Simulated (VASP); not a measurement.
# BP4 (P4/mmm) in VASP: a series of runs

The runs below take BP4 through single point, relaxation of cell and atoms, with PBE.

All numbers are computed with VASP 6.6.1; they aren't measurements. Logs are shortened: lines on timing, memory, paths and dates and some standing lists are left out, and cuts for length are marked.

## Step 1: The cell of the first run

The structure is tetragonal, space group P4/mmm (No. 123). Conventional cell: a = 4.101 Å, b = 4.101 Å, c = 5.207 Å, α = 90.00°, β = 90.00°, γ = 90.00°. B (site symmetry 4/mmm) has 4 P at 2.05 Å within 2.7 Å. P (site symmetry mmm) has 2 B at 2.05 Å and 4 P at 2.43 Å within 2.7 Å. Within 3.2 Å of P (site symmetry 4mm) lie 6 P at 2.43 to 2.62 Å and 4 B at 3.18 Å.

The cell was built from a structure type or drawn by symmetry, and may not be a known phase.

## Step 2: Single point, PBE

The input, INCAR:

```
SYSTEM = BP4
ALGO = Normal
EDIFF = 1E-7
ENCUT = 520
GGA = PE
ISIF = 2
ISMEAR = 0
LASPH = .TRUE.
LCHARG = .TRUE.
LELF = .TRUE.
LREAL = .FALSE.
LVHAR = .TRUE.
LWAVE = .FALSE.
NBANDS = 20
NELM = 100
PREC = Accurate
SIGMA = 0.1
```

The input, KPOINTS:

```
k-points
0
G
  4 4 4
  0 0 0
```

The input, POSCAR:

```
BP4
1.0
    4.1008041251      0.0000000000      0.0000000000
    0.0000000000      4.1008041251      0.0000000000
    0.0000000000      0.0000000000      5.2067201965
B P
1 4
Direct
    0.5000000000      0.5000000000      0.0000000000
    0.5000000000      0.0000000000      0.0000000000
    0.0000000000      0.5000000000      0.0000000000
    0.0000000000      0.0000000000      0.2487444020
    0.0000000000      0.0000000000      0.7512555980
```

Potentials or basis: VASP PAW PBE potentials, release 64 (B, P).

Started as:

```console
cat potpaw_PBE.64/B/POTCAR potpaw_PBE.64/P/POTCAR > POTCAR
mpirun -np 1 vasp_std > vasp.out
```

OUTCAR:

```text
SYSTEM = BP4
   EDIFF = 1E-7
   ENCUT = 520
   GGA = PE
   ISIF = 2
   ISMEAR = 0
   LASPH = .TRUE.
   LREAL = .FALSE.
   NELM = 100
   PREC = Accurate

 ion  position               nearest neighbor table
   1  0.500  0.500  0.000-   2 2.05   3 2.05   2 2.05   3 2.05
   2  0.500  0.000  0.000-   1 2.05   1 2.05   5 2.43   4 2.43   4 2.43   5 2.43   3 2.90   3 2.90
                             3 2.90   3 2.90
   3  0.000  0.500  0.000-   1 2.05   1 2.05   5 2.43   4 2.43   5 2.43   4 2.43   2 2.90   2 2.90
                             2 2.90   2 2.90
   4  0.000  0.000  0.249-   2 2.43   3 2.43   3 2.43   2 2.43   5 2.59   5 2.62
   5  0.000  0.000  0.751-   2 2.43   3 2.43   3 2.43   2 2.43   4 2.59   4 2.62

  LATTYP: Found a simple tetragonal cell.
 ALAT       =     4.1008041251
 C/A-ratio  =     1.2696827348

  Lattice vectors:

 A1 = (   4.1008041251,   0.0000000000,   0.0000000000)
 A2 = (   0.0000000000,   4.1008041251,   0.0000000000)
 A3 = (   0.0000000000,   0.0000000000,   5.2067201965)

Analysis of symmetry for initial positions (statically):
=====================================================================
 Subroutine PRICEL returns:
 Original cell was already a primitive cell.

 Routine SETGRP: Setting up the symmetry group for a
 simple tetragonal supercell.

 Subroutine GETGRP returns: Found 16 space group operations
 (whereof 16 operations were pure point group operations)
 out of a pool of 16 trial point group operations.

The static configuration has the point symmetry D_4h.

Analysis of symmetry for dynamics (positions and initial velocities):
=====================================================================
 Subroutine PRICEL returns:
 Original cell was already a primitive cell.

 Routine SETGRP: Setting up the symmetry group for a
 simple tetragonal supercell.

 Subroutine GETGRP returns: Found 16 space group operations
 (whereof 16 operations were pure point group operations)
 out of a pool of 16 trial point group operations.

The dynamic configuration has the point symmetry D_4h.

 Subroutine INISYM returns: Found 16 space group operations
 (whereof 16 operations are pure point group operations),
 and found     1 'primitive' translations

----------------------------------------------------------------------------------------

                                     Primitive cell

  volume of cell :      87.5593

  direct lattice vectors                    reciprocal lattice vectors
     4.100804125  0.000000000  0.000000000     0.243854612  0.000000000  0.000000000
     0.000000000  4.100804125  0.000000000     0.000000000  0.243854612  0.000000000
     0.000000000  0.000000000  5.206720197     0.000000000  0.000000000  0.192059485

  length of vectors
     4.100804125  4.100804125  5.206720197     0.243854612  0.243854612  0.192059485

  position of ions in fractional coordinates (direct lattice)
     0.500000000  0.500000000  0.000000000
     0.500000000  0.000000000  0.000000000
     0.000000000  0.500000000  0.000000000
     0.000000000  0.000000000  0.248744402
     0.000000000  0.000000000  0.751255598

  ion indices of the primitive-cell ions
   primitive index   ion index
                 1           1
                 2           2
                 3           3
                 4           4
                 5           5

----------------------------------------------------------------------------------------

 KPOINTS: k-points

Automatic generation of k-mesh.
 Grid dimensions read from file:
 generate k-points for:    4    4    4

 Generating k-lattice:

  Cartesian coordinates                     Fractional coordinates (reciprocal lattice)
     0.060963653  0.000000000  0.000000000     0.250000000  0.000000000  0.000000000
     0.000000000  0.060963653  0.000000000     0.000000000  0.250000000  0.000000000
     0.000000000  0.000000000  0.048014871     0.000000000  0.000000000  0.250000000

  Length of vectors
     0.060963653  0.060963653  0.048014871

  Shift w.r.t. Gamma in fractional coordinates (k-lattice)
     0.000000000  0.000000000  0.000000000

 Subroutine IBZKPT returns following result:
 ===========================================

 Found     18 irreducible k-points:

 Following reciprocal coordinates:
            Coordinates               Weight
  0.000000  0.000000  0.000000      1.000000
  0.250000  0.000000  0.000000      4.000000
  0.500000  0.000000  0.000000      2.000000
  0.250000  0.250000  0.000000      4.000000
  0.500000  0.250000  0.000000      4.000000
  0.500000  0.500000  0.000000      1.000000
[... 10 lines left out ...]
  0.500000  0.250000  0.500000      4.000000
  0.500000  0.500000  0.500000      1.000000
   k-points           NKPTS =     18   k-points in BZ     NKDIM =     18   number of bands    NBANDS=     20
   number of dos      NEDOS =    301   number of ions     NIONS =      5
   total plane-waves  NPLWV =  36000
   dimension x,y,z NGX =    30 NGY =   30 NGZ =   40
   dimension x,y,z NGXF=    60 NGYF=   60 NGZF=   80
   ions per type =               1   4
   NGX,Y,Z   is equivalent  to a cutoff of  12.16, 12.16, 12.77 a.u.
   NGXF,Y,Z  is equivalent  to a cutoff of  24.32, 24.32, 25.54 a.u.
 SYSTEM =  BP4
   PREC   = accura    normal or accurate (medium, high low for compatibility)
   ISTART =      0    job   : 0-new  1-cont  2-samecut
   ICHARG =      2    charge: 1-file 2-atom 10-const
   ISPIN  =      1    spin polarized calculation?
   LNONCOLLINEAR =      F non collinear calculations
   LSORBIT =      F    spin-orbit coupling
   LASPH  =      T    aspherical Exc in radial PAW
   ENCUT  =  520.0 eV  38.22 Ry    6.18 a.u.   7.62  7.62  9.68*2*pi/ulx,y,z
   NELM   =    100;   NELMIN=  2; NELMDL= -5     # of ELM steps
   EDIFF  = 0.1E-06   stopping-criterion for ELM
   LREAL  =      F    real-space projection
   EDIFFG = 0.1E-05   stopping-criterion for IOM
   NSW    =      0    number of steps for IOM
   IBRION =     -1    ionic relax: 0-MD 1-quasi-New 2-CG
   NFREE  =      0    steps in history (QN), initial steepest desc. (CG)
   ISIF   =      2    stress and relaxation
   ISYM   =      2    0-nonsym 1-usesym 2-fastsym
   POTIM  = 0.5000    time-step for ionic-motion
   TEBEG  =    0.0;   TEEND  =   0.0 temperature during run
   PSTRESS=    0.0 pullay stress
   NELECT =      23.0000    total number of electrons
   NUPDOWN=      -1.0000    fix difference up-down
   EMIN   =  10.00;   EMAX   =-10.00  energy-range for DOS
   EFERMI =   0.00;   METHOD = LEGACY
   ISMEAR =     0;   SIGMA  =   0.10  broadening in eV -4-tet -1-fermi 0-gaus
   EFERMI_NEDOS =   21; number of points for ismear=-14 and -15
   IALGO  =     38    algorithm
   IMIX   =      4    mixing-type and parameters
     AMIX     =   0.40;   BMIX     =  1.00
     AMIX_MAG =   1.60;   BMIX_MAG =  1.00
  volume/ion in A,a.u.               =      17.51       118.18
  Fermi-wavevector in a.u.,A,eV,Ry     =   1.048456  1.981294 14.956327  1.099259
  Thomas-Fermi vector in A             =   2.183378
   LORBIT       =      0    0 simple, 1 ext, 2 COOP (PROOUT), +10 PAW based schemes
   GGA     = PE    functional components
   LHFCALC =     F    Hartree Fock is set to
   AEXX    =    0.0000 exact exchange contribution
   IVDW    =     0    specifies the selected vdW correction
   LEPSILON=     F    determine dielectric tensor
   LRPA    =     F    only Hartree local field effects (RPA)
 non-spin polarized calculation
 Gauss-broadening in eV      SIGMA  =   0.10
  energy-cutoff  :      520.00
  volume of cell :       87.56
 maximum number of plane-waves:      2372
   NGX = 15   NGY = 15   NGZ = 19

 number of electron      23.0000001 magnetization

 Free energy of the ion-electron system (eV)
  ---------------------------------------------------
  ext. energy  EPLUGINS =         0.00000000
  ---------------------------------------------------
  free energy    TOTEN  =       -25.38225118 eV

  energy without entropy =      -25.36813627  energy(sigma->0) =      -25.37519372

 E-fermi :   5.9679     XC(G=0):  -9.4791

 val. band max:        5.9474002472   @ k =   0.5000   0.2500   0.2500
 cond. band min:       5.9984432252   @ k =   0.2500   0.0000   0.5000
 fundamental gap:      0.0510429780
 Fermi energy:         5.9679236480

 k-point     1 :       0.0000    0.0000    0.0000
  band No.  band energies     occupation
      1     -10.4782      2.00000
      2      -4.0462      2.00000
      3      -3.2460      2.00000
      4      -2.8832      2.00000
      5      -2.0041      2.00000
      6      -2.0041      2.00000
[... 12 lines left out ...]
     19      10.3298      0.00000
     20      12.6061      0.00000

 k-point     2 :       0.2500    0.0000    0.0000
  band No.  band energies     occupation
      1     -10.0272      2.00000
      2      -5.7071      2.00000
      3      -3.7372      2.00000
      4      -2.8976      2.00000
      5      -1.5350      2.00000
      6      -0.3970      2.00000
[... 12 lines left out ...]
     19      11.9030      0.00000
     20      12.0875      0.00000

 k-point     3 :       0.5000    0.0000    0.0000
  band No.  band energies     occupation
      1      -9.1859      2.00000
      2      -7.4869      2.00000
      3      -3.3214      2.00000
      4      -2.6069      2.00000
      5      -0.3496      2.00000
      6       0.0660      2.00000
[... 12 lines left out ...]
     19      12.1703      0.00000
     20      12.2414      0.00000

 k-point     4 :       0.2500    0.2500    0.0000
  band No.  band energies     occupation
      1      -9.5712      2.00000
      2      -5.5266      2.00000
      3      -5.0871      2.00000
      4      -3.4311      2.00000
      5      -1.5261      2.00000
      6      -0.4875      2.00000
[... 291 lines left out ...]
 k-point    17 :       0.5000    0.2500    0.5000
  band No.  band energies     occupation
      1      -8.4739      2.00000
      2      -7.0814      2.00000
      3      -4.7766      2.00000
      4      -4.3655      2.00000
      5      -2.5940      2.00000
      6       0.2001      2.00000
[... 12 lines left out ...]
     19      11.8653      0.00000
     20      13.1316      0.00000

 k-point    18 :       0.5000    0.5000    0.5000
  band No.  band energies     occupation
      1      -7.2941      2.00000
      2      -6.5078      2.00000
      3      -6.5078      2.00000
      4      -4.5103      2.00000
      5      -4.0560      2.00000
      6       0.5975      2.00000
[... 12 lines left out ...]
     19      10.7907      0.00000
     20      12.5858      0.00000

------------------------ aborting loop because EDIFF is reached ----------------------------------------

  FORCE on cell =-STRESS in cart. coord.  units (eV):
  Direction    XX          YY          ZZ          XY          YZ          ZX
  --------------------------------------------------------------------------------------
  -------------------------------------------------------------------------------------
  Total       -0.1430201     -0.1430201     -0.0416475      0.0000000     -0.0000000     -0.0000000
  in kB       -2.6170103     -2.6170103     -0.7620733      0.0000000     -0.0000000     -0.0000000
  external PRESSURE =      -1.9986980 kB  Pullay stress =       0.0000000 kB

 VOLUME and BASIS-vectors are now :
 -----------------------------------------------------------------------------
  energy-cutoff  :      520.00
  volume of cell :       87.56
      direct lattice vectors                 reciprocal lattice vectors
     4.100804125  0.000000000  0.000000000     0.243854612  0.000000000  0.000000000
     0.000000000  4.100804125  0.000000000     0.000000000  0.243854612  0.000000000
     0.000000000  0.000000000  5.206720197     0.000000000  0.000000000  0.192059485

 POSITION                                       TOTAL-FORCE (eV/Angst)
 -----------------------------------------------------------------------------------
      2.05040      2.05040      0.00000         0.000000     -0.000000     -0.000000
      2.05040      0.00000      0.00000         0.000000     -0.000000     -0.000000
      0.00000      2.05040      0.00000         0.000000     -0.000000     -0.000000
      0.00000      0.00000      1.29514         0.000000      0.000000     -0.052975
      0.00000      0.00000      3.91158        -0.000000      0.000000      0.052975
 -----------------------------------------------------------------------------------
    total drift:                                0.000000     -0.000000      0.000000

  FREE ENERGIE OF THE ION-ELECTRON SYSTEM (eV)
  ---------------------------------------------------
  free  energy   TOTEN  =       -25.3822511809 eV

  energy  without entropy=      -25.3681362661  energy(sigma->0) =      -25.37519372
```

It took 18 s on 1 thread of Intel Xeon 6975P-C (Granite Rapids), shared host; peak memory 0.17 GiB.

What came out:

```yaml
Free_energy: -25.3823 eV
Pressure: -0.2 GPa
Largest_force: 0.053 eV/Å
Band_gap_on_the_k_mesh: zero (an odd number of electrons rules out a gap without spin polarisation)
```

Forces on the atoms (eV/Å):
```
B    0.000  0.000  0.000
P    0.000  0.000  0.000
P    0.000  0.000  0.000
P    0.000  0.000 -0.053
P    0.000  0.000  0.053
```

Levels at points of the mesh, in eV from the Fermi level:
| k point | band 8 | band 9 | band 10 | band 11 | band 12 | band 13 | band 14 | band 15 |
| --- | --- | --- | --- | --- | --- | --- | --- | --- |
| (0.00, 0.00, 0.00) | -2.60 | -2.60 | -1.16 | -1.15 | -1.15 | -1.07 | 1.46 | 2.91 |
| (0.50, 0.00, 0.00) | -5.47 | -5.29 | -0.82 | -0.76 | -0.07 | 0.82 | 1.79 | 2.89 |
| (0.50, 0.50, 0.00) | -4.74 | -1.00 | -1.00 | -1.00 | 1.36 | 2.18 | 3.11 | 3.11 |
| (0.00, 0.00, 0.50) | -2.44 | -2.44 | -2.13 | -2.13 | -2.05 | -1.35 | 0.27 | 1.56 |
| (0.50, 0.00, 0.50) | -5.23 | -2.63 | -1.96 | -1.80 | 0.91 | 1.03 | 1.10 | 1.39 |
| (0.50, 0.50, 0.50) | -1.80 | -1.39 | -1.21 | 0.27 | 0.27 | 1.39 | 2.19 | 3.89 |

Caveat: the k points lie up to 0.38 Å⁻¹ apart, too coarse for converged energies and pressures of a metal.

(Continued in part 2 of 4.)
